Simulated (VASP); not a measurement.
# ZnS (P1) in VASP: single point with PBE

Aim: the single point of ZnS with PBE.

Everything below comes from runs of VASP 6.6.1. Logs are shortened: lines on timing, memory, paths and dates and some standing lists are left out, and cuts for length are marked.

**1. The cell of the first run**

The typed cell holds 4 atoms: a = 3.845 Å, b = 3.845 Å, c = 6.305 Å, α = 90.00°, β = 90.00°, γ = 120.00°.

**2. Single point, PBE (all Zn atoms moved +0.225 Å, as atom 1 along Cartesian [1 -1 0])**

Contents of INCAR:

```
  PREC = Accurate
  ENCUT = 520
  EDIFF = 1E-6
  ISMEAR = 0
  SIGMA = 0.05
  LREAL = False
  LASPH = True
  NELM = 100
  ALGO = Normal
  ISIF = 2
  LWAVE = False
  LCHARG = False
  GGA = PE
  NBANDS = 26
```

Contents of KPOINTS:

```
regular mesh
0
Gamma
  12 12 4
```

Contents of POSCAR:

```
ZnS
1.0
    3.8454929889      0.0000000000      0.0000000000
   -1.9227464944      3.3302946184      0.0000000000
    0.0000000000      0.0000000000      6.3053333047
Zn S
2 2
Direct
    0.3508195596      0.6188934081      0.0052197899
    0.6841528929      0.2855600748      0.5052197899
    0.3333333333      0.6666666667      0.3797802101
    0.6666666667      0.3333333333      0.8797802101
```

Potentials or basis: VASP PAW PBE potentials, release 64 (Zn, S).

On the command line:

```console
$ cat potpaw_PBE.64/Zn/POTCAR potpaw_PBE.64/S/POTCAR > POTCAR
$ mpirun -np 1 vasp_std > vasp.out
```

OUTCAR:

```text
PREC = Accurate
   ENCUT = 520
   EDIFF = 1E-6
   ISMEAR = 0
   LREAL = False
   LASPH = True
   NELM = 100
   ISIF = 2
   GGA = PE

 ion  position               nearest neighbor table
   1  0.351  0.619  0.005-   4 2.15   3 2.37   4 2.42   4 2.51
   2  0.684  0.286  0.505-   3 2.21   3 2.31   4 2.37   3 2.56
   3  0.333  0.667  0.380-   2 2.21   2 2.31   1 2.37   2 2.56
   4  0.667  0.333  0.880-   1 2.15   2 2.37   1 2.42   1 2.51

  LATTYP: Found a hexagonal cell.
 ALAT       =     3.8454929889
 C/A-ratio  =     1.6396683918

  Lattice vectors:

 A1 = (   3.8454929889,   0.0000000000,   0.0000000000)
 A2 = (  -1.9227464944,   3.3302946184,   0.0000000000)
 A3 = (   0.0000000000,   0.0000000000,   6.3053333047)

Analysis of symmetry for initial positions (statically):
=====================================================================
 Subroutine PRICEL returns:
 Original cell was already a primitive cell.

 Routine SETGRP: Setting up the symmetry group for a
 hexagonal supercell.

 Subroutine GETGRP returns: Found  1 space group operations
 (whereof  1 operations were pure point group operations)
 out of a pool of 24 trial point group operations.

The static configuration has the point symmetry C_1 .

Analysis of symmetry for dynamics (positions and initial velocities):
=====================================================================
 Subroutine PRICEL returns:
 Original cell was already a primitive cell.

 Routine SETGRP: Setting up the symmetry group for a
 hexagonal supercell.

 Subroutine GETGRP returns: Found  1 space group operations
 (whereof  1 operations were pure point group operations)
 out of a pool of 24 trial point group operations.

The dynamic configuration has the point symmetry C_1 .

 Subroutine INISYM returns: Found  1 space group operations
 (whereof  1 operations are pure point group operations),
 and found     1 'primitive' translations

----------------------------------------------------------------------------------------

                                     Primitive cell

  volume of cell :      80.7500

  direct lattice vectors                    reciprocal lattice vectors
     3.845492989  0.000000000  0.000000000     0.260044682  0.150136867  0.000000000
    -1.922746494  3.330294618  0.000000000     0.000000000  0.300273734  0.000000000
     0.000000000  0.000000000  6.305333305     0.000000000  0.000000000  0.158595898

  length of vectors
     3.845492989  3.845492989  6.305333305     0.300273734  0.300273734  0.158595898

  position of ions in fractional coordinates (direct lattice)
     0.350819560  0.618893408  0.005219790
     0.684152893  0.285560075  0.505219790
     0.333333333  0.666666667  0.379780210
     0.666666667  0.333333333  0.879780210

  ion indices of the primitive-cell ions
   primitive index   ion index
                 1           1
                 2           2
                 3           3
                 4           4

----------------------------------------------------------------------------------------

 KPOINTS: regular mesh

Automatic generation of k-mesh.
 Grid dimensions read from file:
 generate k-points for:   12   12    4

 Generating k-lattice:

  Cartesian coordinates                     Fractional coordinates (reciprocal lattice)
     0.021670390  0.012511406  0.000000000     0.083333333  0.000000000  0.000000000
     0.000000000  0.025022811  0.000000000     0.000000000  0.083333333  0.000000000
     0.000000000  0.000000000  0.039648975     0.000000000  0.000000000  0.250000000

  Length of vectors
     0.025022811  0.025022811  0.039648975

  Shift w.r.t. Gamma in fractional coordinates (k-lattice)
     0.000000000  0.000000000  0.000000000

 Subroutine IBZKPT returns following result:
 ===========================================

 Found    292 irreducible k-points:

 Following reciprocal coordinates:
            Coordinates               Weight
  0.000000  0.000000  0.000000      1.000000
  0.083333 -0.000000  0.000000      2.000000
  0.000000  0.083333  0.000000      2.000000
 -0.083333  0.083333  0.000000      2.000000
  0.166667 -0.000000  0.000000      2.000000
  0.000000  0.166667  0.000000      2.000000
[... 16 lines left out ...]
  0.166667  0.083333  0.000000      2.000000
 -0.083333  0.250000  0.000000      2.000000
 [... further k-points ...]
   k-points           NKPTS =    292   k-points in BZ     NKDIM =    292   number of bands    NBANDS=     26
   number of dos      NEDOS =    301   number of ions     NIONS =      4
   total plane-waves  NPLWV =  43200
   dimension x,y,z NGX =    30 NGY =   30 NGZ =   48
   dimension x,y,z NGXF=    60 NGYF=   60 NGZF=   96
   ions per type =               2   2
   NGX,Y,Z   is equivalent  to a cutoff of  12.97, 12.97, 12.66 a.u.
   NGXF,Y,Z  is equivalent  to a cutoff of  25.94, 25.94, 25.31 a.u.
 SYSTEM =  unknown system
   PREC   = accura    normal or accurate (medium, high low for compatibility)
   ISTART =      0    job   : 0-new  1-cont  2-samecut
   ICHARG =      2    charge: 1-file 2-atom 10-const
   ISPIN  =      1    spin polarized calculation?
   LNONCOLLINEAR =      F non collinear calculations
   LSORBIT =      F    spin-orbit coupling
   LASPH  =      T    aspherical Exc in radial PAW
   ENCUT  =  520.0 eV  38.22 Ry    6.18 a.u.   7.15  7.15 11.72*2*pi/ulx,y,z
   NELM   =    100;   NELMIN=  2; NELMDL= -5     # of ELM steps
   EDIFF  = 0.1E-05   stopping-criterion for ELM
   LREAL  =      F    real-space projection
   EDIFFG = 0.1E-04   stopping-criterion for IOM
   NSW    =      0    number of steps for IOM
   IBRION =     -1    ionic relax: 0-MD 1-quasi-New 2-CG
   NFREE  =      0    steps in history (QN), initial steepest desc. (CG)
   ISIF   =      2    stress and relaxation
   ISYM   =      2    0-nonsym 1-usesym 2-fastsym
   POTIM  = 0.5000    time-step for ionic-motion
   TEBEG  =    0.0;   TEEND  =   0.0 temperature during run
   PSTRESS=    0.0 pullay stress
   NELECT =      36.0000    total number of electrons
   NUPDOWN=      -1.0000    fix difference up-down
   EMIN   =  10.00;   EMAX   =-10.00  energy-range for DOS
   EFERMI =   0.00;   METHOD = LEGACY
   ISMEAR =     0;   SIGMA  =   0.05  broadening in eV -4-tet -1-fermi 0-gaus
   EFERMI_NEDOS =   21; number of points for ismear=-14 and -15
   IALGO  =     38    algorithm
   IMIX   =      4    mixing-type and parameters
     AMIX     =   0.40;   BMIX     =  1.00
     AMIX_MAG =   1.60;   BMIX_MAG =  1.00
  volume/ion in A,a.u.               =      20.19       136.23
  Fermi-wavevector in a.u.,A,eV,Ry     =   1.250628  2.363344 21.280464  1.564070
  Thomas-Fermi vector in A             =   2.384613
   LORBIT       =      0    0 simple, 1 ext, 2 COOP (PROOUT), +10 PAW based schemes
   GGA     = PE    functional components
   LHFCALC =     F    Hartree Fock is set to
   AEXX    =    0.0000 exact exchange contribution
   IVDW    =     0    specifies the selected vdW correction
   LEPSILON=     F    determine dielectric tensor
   LRPA    =     F    only Hartree local field effects (RPA)
 non-spin polarized calculation
 Gauss-broadening in eV      SIGMA  =   0.05
  energy-cutoff  :      520.00
  volume of cell :       80.75
 maximum number of plane-waves:      2208
 NGX is ok and might be reduce to    30
   NGX = 15   NGY = 15   NGZ = 23

 number of electron      36.0000009 magnetization

 Free energy of the ion-electron system (eV)
  ---------------------------------------------------
  ext. energy  EPLUGINS =         0.00000000
  ---------------------------------------------------
  free energy    TOTEN  =       -13.40420296 eV

  energy without entropy =      -13.40420296  energy(sigma->0) =      -13.40420296

 E-fermi :   2.2518     XC(G=0):  -9.5147

 val. band max:        1.9877719459   @ k =   0.0000   0.0000   0.0000
 cond. band min:       4.0130368323   @ k =   0.0000   0.0000   0.0000
 fundamental gap:      2.0252648864
 Fermi energy:         2.2517886949

 k-point     1 :       0.0000    0.0000    0.0000
  band No.  band energies     occupation
      1     -11.1416      2.00000
      2     -10.2597      2.00000
      3      -4.5460      2.00000
      4      -4.4837      2.00000
      5      -4.4078      2.00000
      6      -4.3134      2.00000
[... 18 lines left out ...]
     25       9.8045      0.00000
     26      10.9846      0.00000

 k-point     2 :       0.0833   -0.0000    0.0000
  band No.  band energies     occupation
      1     -11.0966      2.00000
      2     -10.2340      2.00000
      3      -4.5399      2.00000
      4      -4.4837      2.00000
      5      -4.3965      2.00000
      6      -4.3053      2.00000
[... 18 lines left out ...]
     25       9.9797      0.00000
     26      10.7149      0.00000

 k-point     3 :       0.0000    0.0833    0.0000
  band No.  band energies     occupation
      1     -11.0967      2.00000
      2     -10.2344      2.00000
      3      -4.5406      2.00000
      4      -4.4826      2.00000
      5      -4.3978      2.00000
      6      -4.3111      2.00000
[... 18 lines left out ...]
     25       9.9636      0.00000
     26      10.7131      0.00000

 k-point     4 :      -0.0833    0.0833    0.0000
  band No.  band energies     occupation
      1     -11.0968      2.00000
      2     -10.2349      2.00000
      3      -4.5426      2.00000
      4      -4.4777      2.00000
      5      -4.4038      2.00000
      6      -4.3015      2.00000
[... 18 lines left out ...]
     25       9.9233      0.00000
     26      10.7119      0.00000
[... 496 lines left out ...]
      1     -11.0099      2.00000
      2     -10.1877      2.00000
      3      -4.5324      2.00000
      4      -4.4727      2.00000
      5      -4.3873      2.00000
      6      -4.2778      2.00000
[... 18 lines left out ...]
     25      10.2384      0.00000
     26      10.4475      0.00000

 k-point    23 :       0.1667    0.0833    0.0000
  band No.  band energies     occupation
      1     -10.8485      2.00000
      2     -10.1049      2.00000
      3      -4.5106      2.00000
      4      -4.4608      2.00000
      5      -4.3380      2.00000
      6      -4.2967      2.00000
[... 18 lines left out ...]
     25      10.2066      0.00000
     26      10.6386      0.00000

 k-point    24 :      -0.0833    0.2500    0.0000
  band No.  band energies     occupation
      1     -10.8494      2.00000
      2     -10.1108      2.00000
      3      -4.5186      2.00000
      4      -4.4549      2.00000
      5      -4.3615      2.00000
      6      -4.2853      2.00000
[... 18 lines left out ...]
     25      10.2766      0.00000
     26      10.6502      0.00000

 [... further k-points ...]
[... 5 lines left out ...]
  --------------------------------------------------------------------------------------
  -------------------------------------------------------------------------------------
  Total        1.2362222      1.1728898      0.2676120     -0.5453671      1.1075164     -1.1121681
  in kB       24.5281265     23.2715373      5.3097426    -10.8207365     21.9744500    -22.0667456
  external PRESSURE =      17.7031355 kB  Pullay stress =       0.0000000 kB

 VOLUME and BASIS-vectors are now :
 -----------------------------------------------------------------------------
  energy-cutoff  :      520.00
  volume of cell :       80.75
      direct lattice vectors                 reciprocal lattice vectors
     3.845492989  0.000000000  0.000000000     0.260044682  0.150136867  0.000000000
    -1.922746494  3.330294618  0.000000000     0.000000000  0.300273734  0.000000000
     0.000000000  0.000000000  6.305333305     0.000000000  0.000000000  0.158595898

 POSITION                                       TOTAL-FORCE (eV/Angst)
 -----------------------------------------------------------------------------------
      0.15910      2.06110      0.03291        -1.387323      0.948653      0.368720
      2.08185      0.95100      3.18558        -0.506579      0.939130      0.267652
     -0.00000      2.22020      2.39464         0.470782     -0.939880     -0.274563
      1.92275      1.11010      5.54731         1.423119     -0.947903     -0.361810
 -----------------------------------------------------------------------------------
    total drift:                                0.000200     -0.000697     -0.000366

  FREE ENERGIE OF THE ION-ELECTRON SYSTEM (eV)
  ---------------------------------------------------
  free  energy   TOTEN  =       -13.4042029558 eV

  energy  without entropy=      -13.4042029558  energy(sigma->0) =      -13.40420296
```

It took 7.8 min on 1 thread of Intel Xeon Platinum 8488C (Sapphire Rapids), shared host; peak memory 0.58 GiB.

What came out:

```
Free energy            : -13.4042 eV
Pressure               : 1.8 GPa
Largest force          : 1.748 eV/Å
Band gap on the k mesh : 2.03 eV
```

Forces on the atoms (eV/Å):
```
Zn  -1.387  0.949  0.369
Zn  -0.507  0.939  0.268
S    0.471 -0.940 -0.275
S    1.423 -0.948 -0.362
```

Levels at points of the mesh, in eV from the valence-band top:
| k point | band 16 | band 17 | band 18 | band 19 | band 20 | band 21 |
| --- | --- | --- | --- | --- | --- | --- |
| (0.00, 0.00, 0.00) | -0.19 | -0.03 | 0.00 | 2.03 | 2.98 | 6.19 |
| (0.50, 0.00, 0.00) | -2.05 | -1.79 | -0.78 | 3.50 | 4.09 | 4.90 |
| (0.00, 0.50, 0.00) | -2.13 | -1.76 | -0.85 | 3.48 | 4.16 | 4.96 |
| (0.50, 0.50, 0.00) | -2.22 | -1.71 | -0.92 | 3.46 | 4.22 | 5.04 |
| (0.00, 0.00, 0.50) | -0.81 | -0.25 | -0.24 | 3.43 | 3.44 | 6.21 |
| (0.50, 0.00, 0.50) | -1.89 | -1.32 | -1.29 | 3.34 | 3.53 | 4.97 |
| (0.00, 0.50, 0.50) | -1.81 | -1.42 | -1.35 | 3.19 | 3.70 | 4.82 |
| (0.50, 0.50, 0.50) | -1.72 | -1.54 | -1.46 | 3.10 | 3.81 | 4.75 |

Caveat: the cell differs from its parent crystal (all Zn atoms moved +0.225 Å, as atom 1 along Cartesian [1 -1 0]); forces of over 1 eV/Å act on the atoms, so gaps and moduli don't describe the material at rest.
